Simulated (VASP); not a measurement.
Here is a VASP 6.6.1 calculation.

INCAR

```
ALGO = Normal
EDIFF = 1E-6
ENCUT = 520
GGA = CA
ISIF = 2
ISMEAR = -1
LASPH = True
LCHARG = True
LELF = True
LREAL = False
LVHAR = True
LWAVE = False
NBANDS = 11
NELM = 100
PREC = Accurate
SIGMA = 0.1
```

File KPOINTS:

```
k-points
0
Gamma
  14 14 7
```

Contents of POSCAR:

```
Si
1.0
    2.4440000000      0.0000000000      0.0000000000
   -1.2220000000      2.1165660900      0.0000000000
    0.0000000000      0.0000000000      4.1520000000
Si
2
Direct
    0.3333333333      0.6666666667      0.2500000000
    0.6666666667      0.3333333333      0.7500000000
```

Potentials or basis: VASP PAW LDA potentials, release 64 (Si).

Launch:

```bash
$ cat potpaw_LDA.64/Si/POTCAR > POTCAR
$ mpirun -np 1 vasp_std > vasp.out
```

**Question.** Predict the band gap on the k mesh.

**Answer.** Zero (band 4 reaches 25.92 eV, above the bottom of band 5 at 11.16 eV).

**Question.** Estimate the pressure.

**Answer.** 42.8 GPa.

Stress tensor (GPa, compression positive):
```
41.48  0.00  0.00
 0.00 41.48  0.00
 0.00  0.00 45.31
```
